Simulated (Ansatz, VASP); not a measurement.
Two plane-wave programs on C

INCAR

```
SYSTEM = C
  PREC = Accurate
  ENCUT = 520
  EDIFF = 1E-6
  ISMEAR = 0
  SIGMA = 0.05
  LREAL = .FALSE.
  LASPH = .TRUE.
  NELM = 60
  ALGO = Normal
  ISIF = 2
  LWAVE = .FALSE.
  LCHARG = .FALSE.
  GGA = PS
  IVDW = 12
  NBANDS = 11
```

Contents of KPOINTS:

```
Automatic mesh
0
G
  15 15 15
  0 0 0
```

File POSCAR:

```
C
1.0
    1.2290461105      0.7095901028      3.2829684898
   -1.2290461105      0.7095901028      3.2829684898
    0.0000000000     -1.4191802055      3.2829684898
C
2
Direct
    0.1680625321      0.1680625321      0.1539698891
    0.8319374679      0.8319374679      0.8460301109
```

Input for Ansatz:

```yaml
crystal:
  lattice:
    - [1.2290461105, 0.7095901028, 3.2829684898]
    - [-1.2290461105, 0.7095901028, 3.2829684898]
    - [0.0, -1.4191802055, 3.2829684898]
  atoms:
    - { symbol: C, position: [0.1680625321, 0.1680625321, 0.1539698891] }
    - { symbol: C, position: [0.8319374679, 0.8319374679, 0.8460301109] }
basis:
  ecutwfc: 520.0
kpoints:
  mp_grid: { grid: [15, 15, 15] }
hamiltonian:
  xc: pbesol
  pseudopotentials: { kind: paw, azcp: { folder: soft_1 } }
  dispersion: d3bj
scf:
  occupations: { method: gaussian, width: 0.05 }
output:
  forces: true
  stress: true
  eigenvalues: true
```

Change from the starting cell: mode 4 frozen in at -0.032 Å and mode 6 at +0.020 Å (largest displacements).

Alike in both runs: task single point; functional PBEsol; dispersion D3(BJ); k mesh 15 × 15 × 15; occupations gaussian, width 0.05 eV; no spin polarisation.

|  | VASP | Ansatz |
| --- | --- | --- |
| version | VASP 6.6.1 | Ansatz 0.2.0 |
| potentials or method | VASP PAW PBE potentials, release 64 (C), cutoff 520 eV | scalar-relativistic, plane waves, PAW |
| valence electrons in the cell | 8 | 8 |

|  | VASP | Ansatz | Ansatz less VASP |
| --- | --- | --- | --- |
| gap on the k mesh at the Fermi level (eV) | 0.44 | 0.44 | -0.002 |
| least direct gap on the mesh (eV) | 0.44 | 0.44 | -0.002 |
| pressure (GPa) | 1.2 | 0.4 | -0.74 |
| traceless stress, the component that is largest in VASP (GPa) | 5.67 | 5.16 | -0.517 |
| rms of the force components (eV/Å) | 1.349 | 1.347 | -0.0014 |

VASP's potentials were made for PBE, not for PBEsol, and Ansatz warns of the same on its side. Atom by atom the forces differ by 0.005 eV/Å (rms over components).
